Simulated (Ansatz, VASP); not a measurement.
**Two plane-wave programs on Sn**

File INCAR:

```
PREC = Accurate
ENCUT = 520
EDIFF = 1E-6
ISMEAR = 0
SIGMA = 0.1
LREAL = False
LASPH = True
NELM = 100
ALGO = Normal
ISIF = 2
LWAVE = False
LCHARG = False
GGA = PE
NBANDS = 21
```

KPOINTS

```
Automatic mesh
0
Gamma
  12 12 12
```

The input POSCAR:

```
Sn
1.0
    0.0000000000      3.2594011079      3.2594011079
    3.2594011079      0.0000000000      3.2594011079
    3.2594011079      3.2594011079      0.0000000000
Sn
2
Direct
    0.0000000000      0.0000000000      0.0000000000
    0.2500000000      0.2500000000      0.2500000000
```

Input for Ansatz:

```yaml
crystal:
  lattice:
    - [0.0, 3.2594011079, 3.2594011079]
    - [3.2594011079, 0.0, 3.2594011079]
    - [3.2594011079, 3.2594011079, 0.0]
  atoms:
    - { symbol: Sn, position: [0.0, 0.0, 0.0] }
    - { symbol: Sn, position: [0.25, 0.25, 0.25] }
basis:
  ecutwfc: 420
kpoints:
  mp_grid: { grid: [12, 12, 12] }
hamiltonian:
  xc: pbe
scf:
  occupations: { method: gaussian, width: 0.1 }
output:
  forces: true
  stress: true
  eigenvalues: true
```

Alike in both runs: task single point; functional PBE; k mesh 12 × 12 × 12; occupations gaussian, width 0.1 eV; no spin polarisation.

```csv
,VASP,Ansatz
version,VASP 6.6.1,Ansatz 0.2.0
potentials or method,"VASP PAW PBE potentials, release 64 (Sn_d), cutoff 520 eV","scalar-relativistic, plane waves, PAW"
valence electrons in the cell,28,28
```

Ansatz gave:

```
gap on the k mesh at the Fermi level (eV) : none
pressure (GPa)                            : 2.6
```

**Question.** Which values does VASP return?

**Answer.** gap on the k mesh at the Fermi level (eV): none; pressure (GPa): 2.5.

A gap of «none» marks a metal or a gap that the smearing closes.
